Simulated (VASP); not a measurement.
A run of VASP 6.6.1 is set up as follows.

Contents of INCAR:

```
SYSTEM = RbBr
  PREC = Accurate
  ENCUT = 520
  EDIFF = 1E-6
  ISMEAR = 0
  SIGMA = 0.05
  LREAL = .FALSE.
  LASPH = .TRUE.
  NELM = 100
  ALGO = Normal
  ISIF = 2
  LWAVE = .FALSE.
  LCHARG = .FALSE.
  GGA = PS
  NBANDS = 15
```

File KPOINTS:

```
Automatic mesh
0
G
  8 8 8
  0 0 0
```

Contents of POSCAR:

```
RbBr
1.0
    4.1260773000      0.0000000000      0.0000000000
    0.0000000000      4.1260773000      0.0000000000
    0.0000000000      0.0000000000      4.1260773000
Rb Br
1 1
Direct
    0.0000000000      0.0000000000      0.0000000000
    0.5000000000      0.5000000000      0.5000000000
```

Potentials or basis: VASP PAW PBE potentials, release 64 (Rb_sv, Br).

Command:

```bash
$ cat potpaw_PBE.64/Rb_sv/POTCAR potpaw_PBE.64/Br/POTCAR > POTCAR
$ mpirun -np 1 vasp_std > vasp.out
```

Task: Estimate the pressure.

Result: -0.6 GPa.

Task: What does it give for the band gap on the k mesh?

Result: 3.90 eV, indirect (least direct gap 4.06 eV).

Caveat: the PAW data sets were made with another functional, which shifts forces and pressure a little. A k mesh can miss the band edges.
